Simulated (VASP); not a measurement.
# CSe2 (Cmce) in VASP: a series of runs

Aim: see how the results for CSe2 move with the level of theory and the settings. Levels: r2SCAN+rVV10, r2SCAN+D3(BJ), r2SCAN+D4, r2SCAN. Tasks: single point.

All numbers are computed with VASP 6.6.1; they aren't measurements. Logs are shortened: lines on timing, memory, paths and dates and some standing lists are left out, and cuts for length are marked.

**1. The cell of the first run**

Symmetry: Cmce, No. 64, orthorhombic system. Conventional cell: a = 6.572 Å, b = 5.807 Å, c = 8.890 Å, α = 90.00°, β = 90.00°, γ = 90.00°. Se (site symmetry m) has 1 C at 1.69 Å within 2.3 Å. Within 2.3 Å of C (site symmetry 2/m) lie 2 Se at 1.69 Å.

**2. Single point, r2SCAN+rVV10**

The input, POSCAR:

```
CSe2
1.0
    3.2862174370     -2.9035724905      0.0000000000
    3.2862174370      2.9035724905      0.0000000000
    0.0000000000      0.0000000000      8.8895226686
Se C
4 2
Direct
    0.2186206251      0.7813793749      0.8738593427
    0.7813793749      0.2186206251      0.1261406573
    0.2813793749      0.7186206251      0.3738593427
    0.7186206251      0.2813793749      0.6261406573
    0.0000000000      0.0000000000      0.0000000000
    0.5000000000      0.5000000000      0.5000000000
```

The input, INCAR.step1:

```
ALGO = Normal
EDIFF = 1E-4
ENCUT = 520
GGA = PE
ISMEAR = -1
LASPH = T
LCHARG = F
LREAL = F
LWAVE = T
NBANDS = 25
NELM = 80
PREC = Accurate
SIGMA = 0.05
```

The input, INCAR.step2:

```
ALGO = Normal
BPARAM = 11.95
CPARAM = 0.0093
EDIFF = 1E-7
ENCUT = 520
ISIF = 2
ISMEAR = -1
ISTART = 1
IVDW_NL = 2
LASPH = T
LCHARG = F
LMIXTAU = T
LREAL = F
LUSE_VDW = T
LWAVE = F
METAGGA = R2SCAN
NBANDS = 25
NELM = 80
PREC = Accurate
SIGMA = 0.05
```

The input, KPOINTS:

```
k-points
0
Gamma
  6 6 3
```

Potentials or basis: VASP PAW PBE potentials, release 64 (Se, C).

Command:

```sh
$ cat potpaw_PBE.64/Se/POTCAR potpaw_PBE.64/C/POTCAR > POTCAR
$ cp INCAR.step1 INCAR
$ mpirun -np 1 vasp_std > vasp.out
$ cp INCAR.step2 INCAR
$ mpirun -np 1 vasp_std > vasp.out
```

OUTCAR:

```text
BPARAM = 11.95
   EDIFF = 1E-7
   ENCUT = 520
   ISIF = 2
   ISMEAR = -1
   ISTART = 1
   IVDW_NL = 2
   LASPH = T
   LREAL = F
   METAGGA = R2SCAN
   NELM = 80
   PREC = Accurate

 ion  position               nearest neighbor table
   1  0.219  0.781  0.874-   5 1.69
   2  0.781  0.219  0.126-   5 1.69
   3  0.281  0.719  0.374-   6 1.69
   4  0.719  0.281  0.626-   6 1.69
   5  0.000  0.000  0.000-   1 1.69   2 1.69
   6  0.500  0.500  0.500-   3 1.69   4 1.69

  LATTYP: Found a base centered orthorhombic cell.
 ALAT       =     5.8071449810
 B/A-ratio  =     1.1317841892
 C/A-ratio  =     1.5307905516

  Lattice vectors:

 A1 = (  -3.2862174370,  -2.9035724905,   0.0000000000)
 A2 = (   3.2862174370,  -2.9035724905,   0.0000000000)
 A3 = (   0.0000000000,   0.0000000000,   8.8895226686)

Analysis of symmetry for initial positions (statically):
=====================================================================
 Subroutine PRICEL returns:
 Original cell was already a primitive cell.

 Routine SETGRP: Setting up the symmetry group for a
 base centered orthorhombic supercell.

 Subroutine GETGRP returns: Found  8 space group operations
 (whereof  4 operations were pure point group operations)
 out of a pool of  8 trial point group operations.

The static configuration has the point symmetry C_2h.
 The point group associated with its full space group is D_2h.

Analysis of symmetry for dynamics (positions and initial velocities):
=====================================================================
 Subroutine PRICEL returns:
 Original cell was already a primitive cell.

 Routine SETGRP: Setting up the symmetry group for a
 base centered orthorhombic supercell.

 Subroutine GETGRP returns: Found  8 space group operations
 (whereof  4 operations were pure point group operations)
 out of a pool of  8 trial point group operations.

The dynamic configuration has the point symmetry C_2h.
 The point group associated with its full space group is D_2h.

 Subroutine INISYM returns: Found  8 space group operations
 (whereof  4 operations are pure point group operations),
 and found     1 'primitive' translations

----------------------------------------------------------------------------------------

                                     Primitive cell

  volume of cell :     169.6436

  direct lattice vectors                    reciprocal lattice vectors
     3.286217437 -2.903572491  0.000000000     0.152150614 -0.172201659  0.000000000
     3.286217437  2.903572491  0.000000000     0.152150614  0.172201659  0.000000000
     0.000000000  0.000000000  8.889522669     0.000000000  0.000000000  0.112491979

  length of vectors
     4.385197630  4.385197630  8.889522669     0.229789514  0.229789514  0.112491979

  position of ions in fractional coordinates (direct lattice)
     0.218620625  0.781379375  0.873859343
     0.781379375  0.218620625  0.126140657
     0.281379375  0.718620625  0.373859343
     0.718620625  0.281379375  0.626140657
     0.000000000  0.000000000  0.000000000
     0.500000000  0.500000000  0.500000000

  ion indices of the primitive-cell ions
   primitive index   ion index
                 1           1
                 2           2
                 3           3
                 4           4
                 5           5
                 6           6

----------------------------------------------------------------------------------------

 KPOINTS: k-points

Automatic generation of k-mesh.
 Grid dimensions read from file:
 generate k-points for:    6    6    3

 Generating k-lattice:

  Cartesian coordinates                     Fractional coordinates (reciprocal lattice)
     0.025358436 -0.028700277  0.000000000     0.166666667 -0.000000000  0.000000000
     0.025358436  0.028700277  0.000000000    -0.000000000  0.166666667  0.000000000
     0.000000000  0.000000000  0.037497326     0.000000000  0.000000000  0.333333333

  Length of vectors
     0.038298252  0.038298252  0.037497326

  Shift w.r.t. Gamma in fractional coordinates (k-lattice)
     0.000000000  0.000000000  0.000000000

 Subroutine IBZKPT returns following result:
 ===========================================

 Found     26 irreducible k-points:

 Following reciprocal coordinates:
            Coordinates               Weight
  0.000000  0.000000  0.000000      1.000000
  0.166667  0.000000  0.000000      4.000000
  0.333333  0.000000  0.000000      4.000000
  0.500000  0.000000  0.000000      2.000000
  0.166667  0.166667  0.000000      2.000000
  0.333333  0.166667  0.000000      4.000000
[... 16 lines left out ...]
  0.333333  0.333333  0.333333      4.000000
  0.500000  0.333333  0.333333      8.000000
 [... further k-points ...]
   k-points           NKPTS =     26   k-points in BZ     NKDIM =     26   number of bands    NBANDS=     25
   number of dos      NEDOS =    301   number of ions     NIONS =      6
   total plane-waves  NPLWV =  90720
   dimension x,y,z NGX =    36 NGY =   36 NGZ =   70
   dimension x,y,z NGXF=    72 NGYF=   72 NGZF=  140
   ions per type =               4   2
   NGX,Y,Z   is equivalent  to a cutoff of  13.65, 13.65, 13.09 a.u.
   NGXF,Y,Z  is equivalent  to a cutoff of  27.30, 27.30, 26.18 a.u.
 SYSTEM =  unknown system
   PREC   = accura    normal or accurate (medium, high low for compatibility)
   ISTART =      1    job   : 0-new  1-cont  2-samecut
   ICHARG =      0    charge: 1-file 2-atom 10-const
   ISPIN  =      1    spin polarized calculation?
   LNONCOLLINEAR =      F non collinear calculations
   LSORBIT =      F    spin-orbit coupling
   LASPH  =      T    aspherical Exc in radial PAW
   ENCUT  =  520.0 eV  38.22 Ry    6.18 a.u.   8.15  8.15 16.53*2*pi/ulx,y,z
   NELM   =     80;   NELMIN=  2; NELMDL=  0     # of ELM steps
   EDIFF  = 0.1E-06   stopping-criterion for ELM
   LREAL  =      F    real-space projection
   EDIFFG = 0.1E-05   stopping-criterion for IOM
   NSW    =      0    number of steps for IOM
   IBRION =     -1    ionic relax: 0-MD 1-quasi-New 2-CG
   NFREE  =      0    steps in history (QN), initial steepest desc. (CG)
   ISIF   =      2    stress and relaxation
   ISYM   =      2    0-nonsym 1-usesym 2-fastsym
   POTIM  = 0.5000    time-step for ionic-motion
   TEBEG  =    0.0;   TEEND  =   0.0 temperature during run
   PSTRESS=    0.0 pullay stress
   NELECT =      32.0000    total number of electrons
   NUPDOWN=      -1.0000    fix difference up-down
   EMIN   =  10.00;   EMAX   =-10.00  energy-range for DOS
   EFERMI =   0.00;   METHOD = LEGACY
   ISMEAR =    -1;   SIGMA  =   0.05  broadening in eV -4-tet -1-fermi 0-gaus
   EFERMI_NEDOS =   21; number of points for ismear=-14 and -15
   IALGO  =     38    algorithm
   IMIX   =      4    mixing-type and parameters
     AMIX     =   0.40;   BMIX     =  1.00
     AMIX_MAG =   1.60;   BMIX_MAG =  1.00
  volume/ion in A,a.u.               =      28.27       190.80
  Fermi-wavevector in a.u.,A,eV,Ry     =   0.938885  1.774235 11.993602  0.881505
  Thomas-Fermi vector in A             =   2.066142
   LORBIT       =      0    0 simple, 1 ext, 2 COOP (PROOUT), +10 PAW based schemes
   METAGGA = R2SCAN    functional components
   LHFCALC =     F    Hartree Fock is set to
   AEXX    =    0.0000 exact exchange contribution
   IVDW_NL    =     2    kernel type
   BPARAM     =11.9500
   IVDW    =     0    specifies the selected vdW correction
   LEPSILON=     F    determine dielectric tensor
   LRPA    =     F    only Hartree local field effects (RPA)
 non-spin polarized calculation
  energy-cutoff  :      520.00
  volume of cell :      169.64
 maximum number of plane-waves:      4603
 NGX is ok and might be reduce to    36
   NGX = 17   NGY = 17   NGZ = 33

 number of electron      32.0000000 magnetization

 Free energy of the ion-electron system (eV)
  ---------------------------------------------------
  ext. energy  EPLUGINS =         0.00000000
  ---------------------------------------------------
  free energy    TOTEN  =       -72.18135064 eV

  energy without entropy =      -72.18135064  energy(sigma->0) =      -72.18135064

 E-fermi :   1.0296     XC(G=0):  -8.2604

 val. band max:       -0.0193148495   @ k =   0.5000   0.5000   0.0000
 cond. band min:       2.0047112714   @ k =   0.0000   0.0000   0.0000
 fundamental gap:      2.0240261208
 Fermi energy:         1.0295717711

 k-point     1 :       0.0000    0.0000    0.0000
  band No.  band energies     occupation
      1     -16.0721      2.00000
      2     -15.8632      2.00000
      3     -13.8690      2.00000
      4     -13.5509      2.00000
      5      -7.8577      2.00000
      6      -7.3941      2.00000
[... 17 lines left out ...]
     24       7.8628      0.00000
     25       7.9710      0.00000

 k-point     2 :       0.1667    0.0000    0.0000
  band No.  band energies     occupation
      1     -16.0268      2.00000
      2     -15.8429      2.00000
      3     -13.8632      2.00000
      4     -13.5930      2.00000
      5      -7.8529      2.00000
      6      -7.4191      2.00000
[... 17 lines left out ...]
     24       7.0883      0.00000
     25       8.4017      0.00000

 k-point     3 :       0.3333    0.0000    0.0000
  band No.  band energies     occupation
      1     -15.9213      2.00000
      2     -15.8111      2.00000
      3     -13.8428      2.00000
      4     -13.6935      2.00000
      5      -7.8020      2.00000
      6      -7.5094      2.00000
[... 552 lines left out ...]
 k-point    23 :       0.3333    0.3333    0.3333
  band No.  band energies     occupation
      1     -15.8383      2.00000
      2     -15.7715      2.00000
      3     -13.7748      2.00000
      4     -13.7060      2.00000
      5      -7.7774      2.00000
      6      -7.7552      2.00000
[... 17 lines left out ...]
     24       7.4289      0.00000
     25       8.4985      0.00000

 k-point    24 :       0.5000    0.3333    0.3333
  band No.  band energies     occupation
      1     -15.7911      2.00000
      2     -15.7454      2.00000
      3     -13.7791      2.00000
      4     -13.7447      2.00000
      5      -7.7739      2.00000
      6      -7.7316      2.00000
[... 17 lines left out ...]
     24       7.5928      0.00000
     25       8.6935      0.00000

 [... further k-points ...]

------------------------ aborting loop because EDIFF is reached ----------------------------------------

  FORCE on cell =-STRESS in cart. coord.  units (eV):
  Direction    XX          YY          ZZ          XY          YZ          ZX
  --------------------------------------------------------------------------------------
  -------------------------------------------------------------------------------------
  Total        0.0187637      0.5523961      0.4270811      0.0000000     -0.0000000      0.0000000
  in kB        0.1772116      5.2170352      4.0335137      0.0000000     -0.0000000      0.0000000
  external PRESSURE =       3.1425869 kB  Pullay stress =       0.0000000 kB

 VOLUME and BASIS-vectors are now :
 -----------------------------------------------------------------------------
  energy-cutoff  :      520.00
  volume of cell :      169.64
      direct lattice vectors                 reciprocal lattice vectors
     3.286217437 -2.903572491  0.000000000     0.152150614 -0.172201659  0.000000000
     3.286217437  2.903572491  0.000000000     0.152150614  0.172201659  0.000000000
     0.000000000  0.000000000  8.889522669     0.000000000  0.000000000  0.112491979

 POSITION                                       TOTAL-FORCE (eV/Angst)
 -----------------------------------------------------------------------------------
      3.28622      1.63401      7.76819         0.000000     -0.103092     -0.091583
      3.28622     -1.63401      1.12133         0.000000      0.103092      0.091583
      3.28622      1.26956      3.32343         0.000000      0.103092     -0.091583
      3.28622     -1.26956      5.56609         0.000000     -0.103092      0.091583
      0.00000      0.00000      0.00000         0.000000      0.000000      0.000000
      3.28622      0.00000      4.44476        -0.000000     -0.000000      0.000000
 -----------------------------------------------------------------------------------
    total drift:                                0.000000      0.000000     -0.000000

  FREE ENERGIE OF THE ION-ELECTRON SYSTEM (eV)
  ---------------------------------------------------
  free  energy   TOTEN  =       -72.1813506382 eV

  energy  without entropy=      -72.1813506380  energy(sigma->0) =      -72.18135064
```

Run time: 18 min. Hardware: 1 thread of Intel Xeon 8259CL, shared host; peak memory 0.69 GiB.

What came out:

```
Free energy            : -72.1814 eV
Pressure               : 0.3 GPa
Largest force          : 0.138 eV/Å
Band gap on the k mesh : 2.02 eV (least direct gap 2.27 eV)
```

Forces in eV/Å, atoms in the order of the input:
```
Se   0.000 -0.103 -0.092
Se   0.000  0.103  0.092
Se   0.000  0.103 -0.092
Se   0.000 -0.103  0.092
C    0.000  0.000  0.000
C    0.000  0.000  0.000
```

Caveat: the PAW data sets were made with another functional, which shifts forces and pressure a little; an odd mesh through Γ misses points on the zone boundary, where band edges can lie.

(Part 1 of 2 ends here.)
